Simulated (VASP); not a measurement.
Here is a VASP 6.6.1 calculation.

Contents of INCAR:

```
SYSTEM = AlN
PREC = Accurate
ENCUT = 520
EDIFF = 1E-7
ISMEAR = 0
SIGMA = 0.05
LREAL = .FALSE.
LASPH = .TRUE.
NELM = 80
ALGO = Normal
ISIF = 2
LWAVE = .FALSE.
LCHARG = .FALSE.
IBRION = 2
NSW = 50
EDIFFG = -0.01
```

KPOINTS

```
Automatic mesh
0
G
  9 9 6
  0 0 0
```

File POSCAR:

```
AlN
1.0
    3.0886152983      0.0000000000      0.0000000000
   -1.5443076491      2.6748193108      0.0000000000
    0.0000000000      0.0000000000      4.7458000000
Al N
2 2
Direct
    0.3333333333      0.6666666667      0.0015210172
    0.6666666667      0.3333333333      0.5015210172
    0.3333333333      0.6666666667      0.3834789828
    0.6666666667      0.3333333333      0.8834789828
```

Potentials or basis: VASP PAW LDA potentials, release 64 (Al, N).

The run is started by

```bash
$ cat potpaw_LDA.64/Al/POTCAR potpaw_LDA.64/N/POTCAR > POTCAR
$ mpirun -np 1 vasp_std > vasp.out
```

Predict the energy gained by relaxing.

8.4 meV/atom.

Predict the band gap on the k mesh.

4.51 eV, direct.

Final structure:
```
Al N
1.0
     3.08862    0.00000    0.00000
    -1.54431    2.67482    0.00000
     0.00000    0.00000    4.74580
Al N
2 2
Cartesian
  0.0000 1.7832 4.7297
  1.5443 0.8916 2.3568
  0.0000 1.7832 1.8433
  1.5443 0.8916 4.2162
```

A k mesh can miss the band edges. Expect the measured gap to be larger: semilocal functionals such as LDA lack the derivative discontinuity.
